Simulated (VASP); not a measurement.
## Ga3As3CO: single point with PBE+D3(BJ)

System: Ga3As3CO, a slab with vacuum.

```
Ga As O C
1.0
     4.01370    0.00000    0.00000
     0.00000    5.67623    0.00000
     0.00000    0.00000   23.33527
Ga As O C
3 3 1 1
Direct
  0.50000 0.50000 0.17141
  0.00000 0.06538 0.26800
  0.50000 0.48946 0.32285
  0.00000 0.25000 0.17141
  0.50000 0.81022 0.25049
  0.00000 0.28876 0.35934
  0.25000 0.53876 0.48361
  0.25000 0.53876 0.53290
```

```
Program                : VASP 6.6.1
Task                   : single point
Functional             : PBE
Dispersion             : D3(BJ)
Potentials or basis    : VASP PAW PBE potentials, release 64 (Ga_d, As, O, C)
Cutoff                 : 520 eV
k mesh                 : 7 × 5 × 1
Occupations            : gaussian, width 0.05 eV
Spin                   : no spin polarisation
Dipole correction      : yes
Further INCAR settings : ALGO = Normal; EDIFF = 1e-06; NBANDS = 42
```

The largest force is 1.114 eV/Å. The band gap on the k mesh is 0.40 eV (least direct gap 0.75 eV) and the dispersion energy per atom is -0.160 eV.

Forces on the atoms (eV/Å):
```
Ga  -0.001 -0.314  1.034
Ga  -0.011  0.002  0.024
Ga   0.002 -0.001  0.006
As   0.002  0.313 -1.069
As   0.001  0.004 -0.015
As  -0.027 -0.052 -0.027
O    0.041  0.059  0.749
C   -0.007 -0.011 -0.703
```

Levels at points of the mesh, in eV from the valence-band top:
```tsv
k point	band 29	band 30	band 31	band 32	band 33	band 34	band 35	band 36
(0.00, 0.00, 0.00)	-1.33	-0.89	-0.83	0.00	0.75	1.60	2.25	2.45
```

Run time: 21 min on 1 thread of Intel Xeon 8259CL, with other jobs on the host, peak memory 0.74 GiB.

Caveat: semilocal functionals underestimate gaps, and a narrow one can read as zero.
